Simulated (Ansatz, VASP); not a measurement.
# ZnSe: VASP beside Ansatz

The input INCAR:

```
PREC     = Accurate       # precision mode
ENCUT    = 520            # plane-wave cutoff, eV
EDIFF    = 1E-8           # SCF threshold, eV
ISMEAR   = -1             # smearing method
SIGMA    = 0.03           # smearing width, eV
LREAL    = False          # projectors in reciprocal space
LASPH    = True           # aspherical terms in the spheres
NELM     = 80             # most SCF steps
ALGO     = Normal         # electronic algorithm
ISIF     = 2              # what is computed and relaxed
LWAVE    = False          # write WAVECAR
LCHARG   = False          # write CHGCAR
GGA      = CA             # functional
LEFG     = True         
NBANDS   = 16             # bands
```

The input KPOINTS:

```
regular mesh
0
Gamma
  8 8 8
```

The input POSCAR:

```
ZnSe
1.0
    0.0000000000      2.9188140000      2.8338000000
    2.9188140000      0.0000000000      2.8338000000
    2.9188140000      2.9188140000      0.0000000000
Zn Se
1 1
Direct
    0.0000000000      0.0000000000      0.0000000000
    0.7500000000      0.7500000000      0.7500000000
```

Input for Ansatz:

```yaml
crystal:
  lattice:
    - [0.0, 2.918814, 2.8338]
    - [2.918814, 0.0, 2.8338]
    - [2.918814, 2.918814, 0.0]
  atoms:
    - { symbol: Zn, position: [0.0, 0.0, 0.0] }
    - { symbol: Se, position: [0.75, 0.75, 0.75] }
kpoints:
  mp_grid: { grid: [8, 8, 8] }
scf:
  occupations: { method: fermi_dirac, width: 0.03 }
hamiltonian:
  xc: lda
  pseudopotentials: { kind: all_electron, datasets: crystal }
output:
  forces: true
  stress: true
  eigenvalues: true
  efg: { contact_densities: true }
```

Change from the starting cell: equal xx and yy strain of +3 %, crystal datasets.

Alike in both runs: task electric field gradients; functional LDA; k mesh 8 × 8 × 8; occupations fermi-dirac, width 0.03 eV; no spin polarisation.

```csv
,VASP,Ansatz
version,VASP 6.6.1,Ansatz 0.2.0
potentials or method,"VASP PAW LDA potentials, release 64 (Zn, Se), cutoff 520 eV","all-electron PAW with datasets made for the crystal, scalar-relativistic"
```

|  | VASP | Ansatz | Ansatz less VASP |
| --- | --- | --- | --- |
| pressure (GPa) | -6.0 | -6.2 | -0.22 |
| traceless stress, the component that is largest in VASP (GPa) | 0.75 | 0.76 | +0.005 |
| size of Vzz on the site where it differs most (V/Å²) | 11.9 | 12.3 | +0.45 |

LDA's correlation is that of Perdew and Zunger in VASP and of Perdew and Wang (1992) in Ansatz. Ansatz ran all-electron here, and VASP with PAW potentials.
